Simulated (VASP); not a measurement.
Write the native input for VASP 6.6.1 that does the following.

```
Task                   : single point
Functional             : LDA
Potentials or basis    : VASP PAW LDA potentials, release 64 (Ni)
Cutoff                 : 520 eV
k mesh                 : 24 × 24 × 24
Occupations            : gaussian, width 0.15 eV
Spin                   : collinear spin, ferromagnetic start
Starting moments       : [0.125] μB
Fixed moment           : 0.125 μB
Dipole correction      : no
Further INCAR settings : ALGO = Normal; EDIFF = 1e-07; NBANDS = 15
```

The structure of Ni lies in POSCAR:

```
Ni
1.0
    0.0000000000      1.6406882893      1.6406882893
    1.6406882893      0.0000000000      1.6406882893
    1.6406882893      1.6406882893      0.0000000000
Ni
1
Direct
    0.0000000000      0.0000000000      0.0000000000
```

The input as run:

INCAR

```
SYSTEM = Ni
ALGO = Normal
EDIFF = 1E-7
ENCUT = 520
GGA = CA
ISIF = 2
ISMEAR = 0
ISPIN = 2
LASPH = .True.
LCHARG = .False.
LMAXMIX = 4
LORBIT = 11
LREAL = .False.
LWAVE = .False.
MAGMOM = 0.125
NBANDS = 15
NELM = 150
NUPDOWN = 0.125
PREC = Accurate
SIGMA = 0.15
```

KPOINTS

```
k-points
0
Gamma
  24 24 24
  0 0 0
```

Potentials or basis: VASP PAW LDA potentials, release 64 (Ni).

Command:

```sh
$ cat potpaw_LDA.64/Ni/POTCAR > POTCAR
$ mpirun -np 1 vasp_std > vasp.out
```

Results of the run:

```
Pressure                                              : 42.5 GPa
Net moment                                            : 0.12 μB per cell
Site moments                                          : Ni +0.12 μB
Valence electrons inside the program's atomic spheres : Ni 9.78
```

Caveat: the total moment is fixed, so each spin has its own Fermi level.

Wall time 66 s on 1 thread of AMD EPYC 9R45 96-Core Processor (Zen 5), with other jobs on the host, peak memory 0.15 GiB.
